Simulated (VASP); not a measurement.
Write the native input for VASP 6.6.1 that does the following.

- Task: single point
- Functional: PBE
- Potentials or basis: VASP PAW PBE potentials, release 64 (Ru_pv)
- Cutoff: 500 eV
- k mesh: 4 × 4 × 4
- Occupations: gaussian, width 0.1 eV
- Spin: no spin polarisation
- Dipole correction: no
- Further INCAR settings: ALGO = Normal; EDIFF = 1e-06; NBANDS = 21

The structure of Ru lies in POSCAR:

```
Ru
1.0
    0.0000000000      3.4423055673      3.4423055673
    3.4423055673      0.0000000000      3.4423055673
    3.4423055673      3.4423055673      0.0000000000
Ru
2
Direct
    0.0000000000      0.0000000000      0.0000000000
    0.2500000000      0.2500000000      0.2500000000
```

This isn't the form of Ru at room conditions, which is hcp.

The input as run:

INCAR

```
PREC = Accurate ; ENCUT = 500
EDIFF = 1E-6 ; ISMEAR = 0
SIGMA = 0.1 ; LREAL = False
LASPH = True ; NELM = 120
ALGO = Normal ; ISIF = 2
LWAVE = False ; LCHARG = False
GGA = PE ; NBANDS = 21
GGA_COMPAT = False
```

KPOINTS

```
regular mesh
0
Gamma
  4 4 4
```

Potentials or basis: VASP PAW PBE potentials, release 64 (Ru_pv).

Run with:

```bash
$ cat potpaw_PBE.64/Ru_pv/POTCAR > POTCAR
$ mpirun -np 1 vasp_std > vasp.out
```

It gave:

- Pressure: -19.7 GPa
- Band gap on the k mesh: zero (bands 14 and 15 overlap by 0.27 eV)

Caveat: the k points lie up to 0.40 Å⁻¹ apart.

It took 12 s on 1 thread of Intel(R) Xeon(R) Platinum 8259CL CPU @ 2.50GHz (Skylake/Cascade Lake), with other jobs on the host, peak memory 0.19 GiB.
